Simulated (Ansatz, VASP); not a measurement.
# Pd: VASP beside Ansatz

File INCAR:

```
SYSTEM = Pd
PREC = Accurate
ENCUT = 470
EDIFF = 1E-8
ISMEAR = -1
SIGMA = 0.03
LREAL = .FALSE.
LASPH = .TRUE.
NELM = 120
ALGO = Normal
ISIF = 2
LWAVE = .FALSE.
LCHARG = .FALSE.
GGA = PE
LEFG = .TRUE.
NBANDS = 15
GGA_COMPAT = .FALSE.
```

Contents of KPOINTS:

```
Automatic mesh
0
G
  13 13 13
  0 0 0
```

POSCAR

```
Pd
1.0
    2.6394488800      0.0000000000      0.0000000000
    0.0000000000      2.6394488800      0.0000000000
    0.0000000000      0.0000000000      2.5606626606
Pd
1
Direct
    0.0000000000      0.0000000000      0.0000000000
```

Input for Ansatz:

```yaml
crystal:
  lattice:
    - [2.63944888, 0.0, 0.0]
    - [0.0, 2.63944888, 0.0]
    - [0.0, 0.0, 2.5606626606]
  atoms:
    - { symbol: Pd, position: [0.0, 0.0, 0.0] }
kpoints:
  mp_grid: { grid: [13, 13, 13] }
scf:
  occupations: { method: fermi_dirac, width: 0.03 }
hamiltonian:
  xc: pbe
  pseudopotentials: { kind: paw }
output:
  forces: true
  stress: true
  eigenvalues: true
  efg: { contact_densities: true }
```

Change from the starting cell: z stretched by -2 % at fixed volume, PAW files.

Alike in both runs: task electric field gradients; functional PBE; k mesh 13 × 13 × 13; occupations fermi-dirac, width 0.03 eV; no spin polarisation.

|  | VASP | Ansatz |
| --- | --- | --- |
| version | VASP 6.6.1 | Ansatz 0.2.0 |
| potentials or method | VASP PAW PBE potentials, release 64 (Pd_sv_GW) | PAW with Ansatz's default frozen-core files, scalar-relativistic |
| plane-wave cutoff (eV) | 470 | 420 |
| valence electrons in the cell | 18 | 18 |

|  | VASP | Ansatz | Ansatz less VASP |
| --- | --- | --- | --- |
| size of Vzz on the site where it differs most (V/Å²) | 14.7 | 17.3 | +2.64 |

With one functional, cell and mesh, what is left measures potentials, basis and numerics.
